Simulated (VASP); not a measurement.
# PtSe2 (Cm) in VASP: further runs

Runs on PtSe2. Level: r2SCAN. Tasks: electric field gradients.

Program: VASP 6.6.1. These are calculated values, not measurements. Logs are shortened: lines on timing, memory, paths and dates and some standing lists are left out, and cuts for length are marked.

### 1 The cell of the first run

It takes space group Cm (No. 8, monoclinic). Conventional cell: a = 6.450 Å, b = 3.724 Å, c = 5.062 Å, α = 90.00°, β = 90.00°, γ = 90.00°. Within 3.1 Å of Pt (site symmetry m) lie 6 Se at 2.35 to 2.57 Å. Within 3.1 Å of Se (site symmetry m) lie 3 Pt at 2.35 to 2.52 Å. Within 3.4 Å of Se (site symmetry m) lie 3 Pt at 2.49 to 2.57 Å and 6 Se at 3.27 to 3.39 Å.

### 2 Electric field gradients, r2SCAN (shortest bond scaled by 0.94)

The input, POSCAR:

```
PtSe2
1.0
    3.7240000000      0.0000000000      0.0000000000
   -1.8620000000      3.2250786037      0.0000000000
    0.0000000000      0.0000000000      5.0620000000
Pt Se
1 2
Direct
   -0.0200000000     -0.0100000000      0.0075000000
    0.3533333333      0.6766666667      0.2425000000
    0.6666666667      0.3333333333      0.7500000000
```

The input, INCAR.step1:

```
PREC = Accurate ; ENCUT = 520
ISMEAR = -1 ; SIGMA = 0.05
LREAL = False ; LASPH = True
NELM = 60 ; NBANDS = 18
GGA = PE ; ALGO = Normal
EDIFF = 1E-4 ; LWAVE = True
LCHARG = False
```

The input, INCAR.step2:

```
PREC = Accurate ; ENCUT = 520
EDIFF = 1E-8 ; ISMEAR = -1
SIGMA = 0.05 ; LREAL = False
LASPH = True ; NELM = 60
ALGO = Normal ; ISIF = 2
LWAVE = False ; LCHARG = False
METAGGA = R2SCAN ; LMIXTAU = True
LEFG = True ; NBANDS = 18
ISTART = 1
```

The input, KPOINTS:

```
regular mesh
0
Gamma
  9 9 6
```

Potentials or basis: VASP PAW PBE potentials, release 64 (Pt, Se).

The run is started by

```
$ cat potpaw_PBE.64/Pt/POTCAR potpaw_PBE.64/Se/POTCAR > POTCAR
$ cp INCAR.step1 INCAR
$ mpirun -np 1 vasp_std > vasp.out
$ cp INCAR.step2 INCAR
$ mpirun -np 1 vasp_std > vasp.out
```

OUTCAR:

```text
PREC = Accurate
   ENCUT = 520
   EDIFF = 1E-8
   ISMEAR = -1
   LREAL = False
   LASPH = True
   NELM = 60
   ISIF = 2
   METAGGA = R2SCAN
   ISTART = 1

 ion  position               nearest neighbor table
   1  0.980  0.990  0.008-   2 2.35   3 2.49   3 2.49   2 2.52   2 2.52   3 2.57
   2  0.353  0.677  0.242-   1 2.35   1 2.52   1 2.52
   3  0.667  0.333  0.750-   1 2.49   1 2.49   1 2.57

  LATTYP: Found a hexagonal cell.
 ALAT       =     3.7240000000
 C/A-ratio  =     1.3592910849

  Lattice vectors:

 A1 = (   3.7240000000,   0.0000000000,   0.0000000000)
 A2 = (  -1.8620000000,   3.2250786037,   0.0000000000)
 A3 = (   0.0000000000,   0.0000000000,   5.0620000000)

Analysis of symmetry for initial positions (statically):
=====================================================================
 Subroutine PRICEL returns:
 Original cell was already a primitive cell.

 Routine SETGRP: Setting up the symmetry group for a
 hexagonal supercell.

 Subroutine GETGRP returns: Found  2 space group operations
 (whereof  2 operations were pure point group operations)
 out of a pool of 24 trial point group operations.

The static configuration has the point symmetry C_1h.

Analysis of symmetry for dynamics (positions and initial velocities):
=====================================================================
 Subroutine PRICEL returns:
 Original cell was already a primitive cell.

 Routine SETGRP: Setting up the symmetry group for a
 hexagonal supercell.

 Subroutine GETGRP returns: Found  2 space group operations
 (whereof  2 operations were pure point group operations)
 out of a pool of 24 trial point group operations.

The dynamic configuration has the point symmetry C_1h.

 Subroutine INISYM returns: Found  2 space group operations
 (whereof  2 operations are pure point group operations),
 and found     1 'primitive' translations

----------------------------------------------------------------------------------------

                                     Primitive cell

  volume of cell :      60.7956
[... 129 lines left out ...]

 Free energy of the ion-electron system (eV)
  ---------------------------------------------------
  ext. energy  EPLUGINS =         0.00000000
  ---------------------------------------------------
  free energy    TOTEN  =       -81.27435646 eV

  energy without entropy =      -81.27140062  energy(sigma->0) =      -81.27287854

 E-fermi :   6.4365     XC(G=0): -11.2510

 val. band max:        6.4110156988   @ k =   0.3333   0.3333   0.0000
 cond. band min:       6.5324541713   @ k =   0.0000   0.3333   0.3333
 fundamental gap:      0.1214384725
 Fermi energy:         6.4364849540

 k-point     1 :       0.0000    0.0000    0.0000
  band No.  band energies     occupation
      1     -10.0788      2.00000
      2      -7.0852      2.00000
      3      -1.1605      2.00000
      4      -0.6190      2.00000
      5      -0.5323      2.00000
      6       1.9428      2.00000
[... 481 lines left out ...]
      5       0.3554      2.00000
      6       1.0841      2.00000
[... 10 lines left out ...]
     17      15.8778      0.00000
     18      16.7937      0.00000

 [... further k-points ...]

------------------------ aborting loop because EDIFF is reached ----------------------------------------

  FORCE on cell =-STRESS in cart. coord.  units (eV):
  Direction    XX          YY          ZZ          XY          YZ          ZX
  --------------------------------------------------------------------------------------
  -------------------------------------------------------------------------------------
  Total        3.1432800      2.4042907      2.7001073      0.6399834     -0.5906531     -1.0230425
  in kB       82.8364597     63.3614998     71.1573041     16.8658100    -15.5657821    -26.9607608
  external PRESSURE =      72.4517545 kB  Pullay stress =       0.0000000 kB

 VOLUME and BASIS-vectors are now :
 -----------------------------------------------------------------------------
  energy-cutoff  :      520.00
  volume of cell :       60.80
      direct lattice vectors                 reciprocal lattice vectors
     3.724000000  0.000000000  0.000000000     0.268528464  0.155034981  0.000000000
    -1.862000000  3.225078604  0.000000000     0.000000000  0.310069962  0.000000000
     0.000000000  0.000000000  5.062000000     0.000000000  0.000000000  0.197550375

 POSITION                                       TOTAL-FORCE (eV/Angst)
 -----------------------------------------------------------------------------------
      1.80614      3.19283      0.03797         1.588583      0.917169     -1.181145
      0.05586      2.18230      1.22753        -1.270750     -0.733668      1.360892
      1.86200      1.07503      3.79650        -0.317833     -0.183501     -0.179746
 -----------------------------------------------------------------------------------
    total drift:                                0.000065      0.000037      0.000000

  FREE ENERGIE OF THE ION-ELECTRON SYSTEM (eV)
  ---------------------------------------------------
  free  energy   TOTEN  =       -81.2743564555 eV

  energy  without entropy=      -81.2714006238  energy(sigma->0) =      -81.27287854

 Electric field gradients (V/A^2)
---------------------------------------------------------------------
 ion       V_xx      V_yy      V_zz      V_xy      V_xz      V_yz
---------------------------------------------------------------------
   1     -93.415   -53.952   147.366   -34.175    36.141    20.866
   2      54.677    37.058   -91.735    15.258     0.002     0.001
   3       3.153    47.525   -50.678   -38.428    27.798    16.049
---------------------------------------------------------------------

 Electric field gradients after diagonalization (V/A^2)
 (convention: |V_zz| > |V_xx| > |V_yy|)
----------------------------------------------------------------------
 ion       V_xx      V_yy      V_zz     asymmetry (V_yy - V_xx)/ V_zz
----------------------------------------------------------------------
   1    -119.668   -34.221   153.888       0.555
   2      63.486    28.249   -91.735       0.384
   3      69.712     0.930   -70.642       0.974
----------------------------------------------------------------------

           NMR quadrupolar parameters

 Cq : quadrupolar parameter    Cq=e*Q*V_zz/h
 eta: asymmetry parameters     (V_yy - V_xx)/ V_zz
 Q  : nuclear electric quadrupole moment in mb (millibarn)
----------------------------------------------------------------------
 ion       Cq(MHz)       eta       Q (mb)
----------------------------------------------------------------------
   1       0.372       0.555       1.000
   2      -0.222       0.384       1.000
   3      -0.171       0.974       1.000
----------------------------------------------------------------------
```

It took 4.3 min on 1 thread of Intel Xeon 6975P-C (Granite Rapids), shared host; peak memory 0.3 GiB.

What came out:

| Quantity | Value |
| --- | --- |
| Free energy | -81.2744 eV |
| Pressure | 7.2 GPa |
| Largest force | 2.182 eV/Å |
| Band gap on the k mesh | zero (bands 11 and 12 overlap by 0.21 eV) |
| Largest electric field gradient by atom | Pt +153.9; Se -91.7, -70.6 V/Å² |

Forces in eV/Å, atoms in the order of the input:
```
Pt   1.589  0.917 -1.181
Se  -1.271 -0.734  1.361
Se  -0.318 -0.184 -0.180
```

Electric field gradients, principal values (V/Å²):
```
atom    least    middle  greatest (by size)
1 Pt  -34.221  -119.668             153.888
2 Se   28.249    63.486             -91.735
3 Se    0.930    69.712             -70.642
```

Caveat: the cell differs from its parent crystal (shortest bond scaled by 0.94); the cell stands under pressure; without QUAD_EFG the Cq values of the log hold for a quadrupole moment of 1 mb, not for the nuclei; the PAW data sets were made with another functional, which shifts forces and pressure a little; spin-orbit coupling is left out, which moves the levels of the heavy elements.

### 3 Electric field gradients, r2SCAN

POSCAR is that of step 2.

The input, INCAR.step1:

```
SYSTEM = PtSe2
  ALGO = Normal
  EDIFF = 1E-4
  ENCUT = 520
  GGA = PE
  ISMEAR = -5
  LASPH = .TRUE.
  LCHARG = .FALSE.
  LREAL = .FALSE.
  LWAVE = .TRUE.
  NBANDS = 18
  NELM = 60
  PREC = Accurate
  SIGMA = 0.1
```

The input, INCAR.step2:

```
SYSTEM = PtSe2
  ALGO = Normal
  EDIFF = 1E-8
  ENCUT = 520
  ISIF = 2
  ISMEAR = -5
  ISTART = 1
  LASPH = .TRUE.
  LCHARG = .FALSE.
  LEFG = .TRUE.
  LMIXTAU = .TRUE.
  LREAL = .FALSE.
  LWAVE = .FALSE.
  METAGGA = R2SCAN
  NBANDS = 18
  NELM = 60
  PREC = Accurate
  SIGMA = 0.1
```

The input, KPOINTS:

```
k-points
0
G
  9 9 6
  0 0 0
```

Potentials or basis: VASP PAW PBE potentials, release 64 (Pt, Se).

The run is started by

```
$ cat potpaw_PBE.64/Pt/POTCAR potpaw_PBE.64/Se/POTCAR > POTCAR
$ cp INCAR.step1 INCAR
$ mpirun -np 1 vasp_std > vasp.out
$ cp INCAR.step2 INCAR
$ mpirun -np 1 vasp_std > vasp.out
```

OUTCAR:

```text
SYSTEM = PtSe2
   EDIFF = 1E-8
   ENCUT = 520
   ISIF = 2
   ISMEAR = -5
   ISTART = 1
   LASPH = .TRUE.
   LREAL = .FALSE.
   METAGGA = R2SCAN
   NELM = 60
   PREC = Accurate

 ion  position               nearest neighbor table
   1  0.980  0.990  0.008-   2 2.35   3 2.49   3 2.49   2 2.52   2 2.52   3 2.57
   2  0.353  0.677  0.242-   1 2.35   1 2.52   1 2.52
   3  0.667  0.333  0.750-   1 2.49   1 2.49   1 2.57

  LATTYP: Found a hexagonal cell.
 ALAT       =     3.7240000000
 C/A-ratio  =     1.3592910849

  Lattice vectors:
[... 725 lines left out ...]
  free  energy   TOTEN  =       -81.2729121961 eV

  energy  without entropy=      -81.2729121961  energy(sigma->0) =      -81.27291220

 Electric field gradients (V/A^2)
---------------------------------------------------------------------
 ion       V_xx      V_yy      V_zz      V_xy      V_xz      V_yz
---------------------------------------------------------------------
   1     -93.648   -53.902   147.550   -34.420    36.720    21.200
   2      56.576    39.039   -95.614    15.188    -1.276    -0.737
   3       5.177    49.841   -55.018   -38.680    28.912    16.692
---------------------------------------------------------------------

 Electric field gradients after diagonalization (V/A^2)
 (convention: |V_zz| > |V_xx| > |V_yy|)
----------------------------------------------------------------------
 ion       V_xx      V_yy      V_zz     asymmetry (V_yy - V_xx)/ V_zz
----------------------------------------------------------------------
   1    -120.233   -34.030   154.264       0.559
   2      65.358    30.270   -95.628       0.367
   3      72.173     2.292   -74.465       0.938
----------------------------------------------------------------------

           NMR quadrupolar parameters

 Cq : quadrupolar parameter    Cq=e*Q*V_zz/h
 eta: asymmetry parameters     (V_yy - V_xx)/ V_zz
 Q  : nuclear electric quadrupole moment in mb (millibarn)
----------------------------------------------------------------------
 ion       Cq(MHz)       eta       Q (mb)
----------------------------------------------------------------------
   1       0.373       0.559       1.000
   2      -0.231       0.367       1.000
   3      -0.180       0.938       1.000
----------------------------------------------------------------------
```

OSZICAR.step1:

```text
N       E                     dE             d eps       ncg     rms          rms(c)
DAV:   1     0.112018292552E+03    0.11202E+03   -0.10092E+04  5096   0.108E+03
DAV:   2    -0.968042522540E+01   -0.12170E+03   -0.11816E+03  6174   0.212E+02
DAV:   3    -0.147928236183E+02   -0.51124E+01   -0.50780E+01  6058   0.436E+01
DAV:   4    -0.148317739627E+02   -0.38950E-01   -0.38936E-01  6306   0.417E+00
DAV:   5    -0.148321989571E+02   -0.42499E-03   -0.42498E-03  6044   0.421E-01    0.136E+01
DAV:   6    -0.142312250977E+02    0.60097E+00   -0.41313E+00  5248   0.189E+01    0.805E+00
DAV:   7    -0.140477212055E+02    0.18350E+00   -0.79767E-01  5202   0.871E+00    0.411E+00
DAV:   8    -0.140285201443E+02    0.19201E-01   -0.44177E-02  5554   0.164E+00    0.791E-01
DAV:   9    -0.140270267192E+02    0.14934E-02   -0.67738E-03  5804   0.778E-01    0.159E-01
DAV:  10    -0.140272070363E+02   -0.18032E-03   -0.94387E-04  6014   0.201E-01    0.471E-02
DAV:  11    -0.140272400478E+02   -0.33012E-04   -0.33099E-05  2956   0.526E-02
   1 F= -.14027240E+02 E0= -.14027240E+02  d E =0.000000E+00
```

Run time: 4.3 min. Hardware: 1 thread of Intel Xeon 6975P-C (Granite Rapids), shared host; peak memory 0.3 GiB.

What came out:

```yaml
Free_energy: -81.2729 eV
Pressure: 7.2 GPa
Largest_force: 2.180 eV/Å
Band_gap_on_the_k_mesh: zero (bands 11 and 12 overlap by 0.21 eV)
Largest_electric_field_gradient_by_atom: Pt +154.3; Se -95.6, -74.5 V/Å²
```

Forces in eV/Å, atoms in the order of the input:
```
Pt   1.580  0.912 -1.195
Se  -1.270 -0.733  1.352
Se  -0.309 -0.179 -0.157
```

Levels at points of the mesh, in eV from the Fermi level:
```csv
k point,band 8,band 9,band 10,band 11,band 12,band 13,band 14,band 15
"(0.00, 0.00, 0.00)",-2.92,-1.35,-1.19,0.12,1.34,1.62,3.92,4.67
"(0.00, 0.00, 0.50)",-3.12,-1.95,-1.65,-1.64,2.19,2.29,5.11,6.55
```

Electric field gradients, principal values (V/Å²):
```csv
atom,least,middle,greatest (by size)
1 Pt,-34.030,-120.233,154.264
2 Se,30.270,65.358,-95.628
3 Se,2.292,72.173,-74.465
```

Caveat: the cell stands under pressure; without QUAD_EFG the Cq values of the log hold for a quadrupole moment of 1 mb, not for the nuclei; the PAW data sets were made with another functional, which shifts forces and pressure a little; spin-orbit coupling is left out, which moves the levels of the heavy elements; tetrahedron occupations give inexact forces and stress in metals.

The gap in the log of VASP goes by the Fermi energy; the results here count the filled bands.